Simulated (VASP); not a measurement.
Write the native input for VASP 6.6.1 that does the following.

* Task: single point
* Functional: PBE
* Potentials or basis: VASP PAW PBE potentials, release 64 (Ge_d, H)
* Cutoff: 410 eV
* k mesh: 1 × 1 × 1, shifted
* Occupations: fermi-dirac, width 0.01 eV
* Spin: collinear spin
* Fixed moment: 1 μB
* Dipole correction: no
* Further INCAR settings: LREAL = Auto; ALGO = Normal; EDIFF = 1e-06; NBANDS = 250

The structure of Ge32H (a cell with a defect) lies in POSCAR:

```
Ge32H
1.0
   -5.6721686400      5.6721686400      5.6721686400
    5.6721686400     -5.6721686400      5.6721686400
    5.6721686400      5.6721686400     -5.6721686400
Ge H
32 1
Direct
   -0.0021020918     -0.0022184622     -0.0034221897
    0.0003453027      0.2506313850      0.7547258486
    0.0024508350      0.5000998868      0.4988667202
    0.0000862500      0.7505128479      0.2546244863
    0.2507501495      0.0002233261      0.7547229852
    0.2374732051      0.2373578332      0.4934472471
    0.2523720452      0.5000738651      0.2538181812
    0.2497625560      0.7495271158      0.0041716115
    0.5002160966      0.0023446970      0.4988668648
    0.5001870651      0.2522468588      0.2538123816
    0.5002489489      0.5001262428     -0.0085452381
    0.5001707374      0.7627277248      0.7561822415
    0.7506301175     -0.0000362433      0.2546209249
    0.7496468872      0.2496412672      0.0041720765
    0.7628629247      0.5000542675      0.7561910137
    0.7479813607      0.7478701583      0.5016609004
   -0.0011026524     -0.0012222902      0.7482961402
   -0.0028289216      0.2506590072      0.5040306628
    0.0014740102      0.5000700499      0.2495884430
    0.0032011477      0.7536313395      0.0070564429
    0.2507748994     -0.0029382256      0.5040315402
    0.2457168817      0.2455993604      0.2479978417
    0.2534527145      0.5000895889      0.0018804188
    0.2466157367      0.7495416562      0.7534827202
    0.5001889929      0.0013563330      0.2495879696
    0.5002071358      0.2533315919      0.0018759637
    0.5001489959      0.5000175299      0.6801592600
    0.5001727550      0.7545416201      0.5025210608
    0.7537413321      0.0030743669      0.0070486235
    0.7496630425      0.2464985583      0.7534852655
    0.7546429818      0.5000573238      0.5025164305
    0.7469823622      0.7468631368      0.2486884256
    0.5002301897      0.5000800837      0.5149628892
```

One way to write it, as run:

INCAR

```
PREC = Accurate
ENCUT = 410
EDIFF = 1E-6
ISMEAR = -1
SIGMA = 0.01
LREAL = Auto
LASPH = True
NELM = 200
ALGO = Normal
ISIF = 2
LWAVE = False
LCHARG = False
ISPIN = 2
MAGMOM = 0 0 0 0 0 0.01 0.03 0 0 0.03 0.17 0.01 0 0 0.01 0.03 0.01 0 0.01 0 0 0.02 0.02 0 0.01 0.02 0.01 0.02 0 0 0.02 0.02 0.02
LORBIT = 11
NUPDOWN = 1.0
GGA = PE
NBANDS = 250
GGA_COMPAT = False
```

KPOINTS

```
Automatic mesh
0
Gamma
  1 1 1
  0.25 0.25 0.25
```

Potentials or basis: VASP PAW PBE potentials, release 64 (Ge_d, H).

Run with:

```bash
$ cat potpaw_PBE.64/Ge_d/POTCAR potpaw_PBE.64/H/POTCAR > POTCAR
$ mpirun -np 1 vasp_std > vasp.out
```

Results of the run:

The pressure is 3.3 GPa and the largest force is 0.013 eV/Å. The net moment is 1.00 μB per cell, the site moments are Ge +0.01, +0.00, +0.02, +0.03, +0.20 (each value once); H +0.01 μB and the valence electrons inside the program's atomic spheres are Ge 12.43, 12.42, 12.40, 12.33, 12.41, 12.46 (each value once); H 0.55.

Caveat: the k points lie up to 0.78 Å⁻¹ apart; the total moment is fixed, so each spin has its own Fermi level and the state may be an excited one.

It took 19 min on 1 thread of AMD EPYC 7R43 64-Core Processor (Zen 3), with other jobs on the host, peak memory 0.96 GiB.
